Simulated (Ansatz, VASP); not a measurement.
## AlGa3N4 in VASP and in Ansatz

```
Al Ga N
1.0
     4.51529   -0.05157   -0.05157
    -0.05157    4.51529   -0.05157
    -0.05157   -0.05157    4.51529
Al Ga N
1 3 4
Direct
  0.00000 0.00000 0.00000
  0.50000 0.50000 0.00000
  0.50000 0.00000 0.50000
  0.00000 0.50000 0.50000
  0.75481 0.75481 0.24519
  0.75481 0.24519 0.75481
  0.24519 0.75481 0.75481
  0.24519 0.24519 0.24519
```

Change from the starting cell: equal engineering shear yz, xz and xy -0.0233, equal normal strain along x, y and z +0.0200.

Alike in both runs: task single point; functional LDA; k mesh 6 × 6 × 6; occupations gaussian, width 0.05 eV; no spin polarisation.

|  | VASP | Ansatz |
| --- | --- | --- |
| version | VASP 6.6.1 | Ansatz 0.2.0 |
| potentials or method | VASP PAW LDA potentials, release 64 (Al, Ga_d, N), cutoff 520 eV | scalar-relativistic, plane waves, PAW |
| valence electrons in the cell | 62 | 62 |

Ansatz gave:

| Item | Value |
| --- | --- |
| gap on the k mesh at the Fermi level (eV) | 2.04 |
| least direct gap on the mesh (eV) | 2.04 |
| pressure (GPa) | -10.3 |
| traceless stress, the component that is largest in VASP (GPa) | 4.19 |
| rms of the force components (eV/Å) | 0.169 |

What did VASP give for the same quantities?

gap on the k mesh at the Fermi level (eV): 2.05; least direct gap on the mesh (eV): 2.05; pressure (GPa): -9.5; traceless stress, the component that is largest in VASP (GPa): 4.26; rms of the force components (eV/Å): 0.178.

Ansatz warns that its potentials were made for another functional, while VASP's fit it. LDA's correlation is that of Perdew and Zunger in VASP and of Perdew and Wang (1992) in Ansatz. Atom by atom the forces differ by 0.014 eV/Å (rms over components).
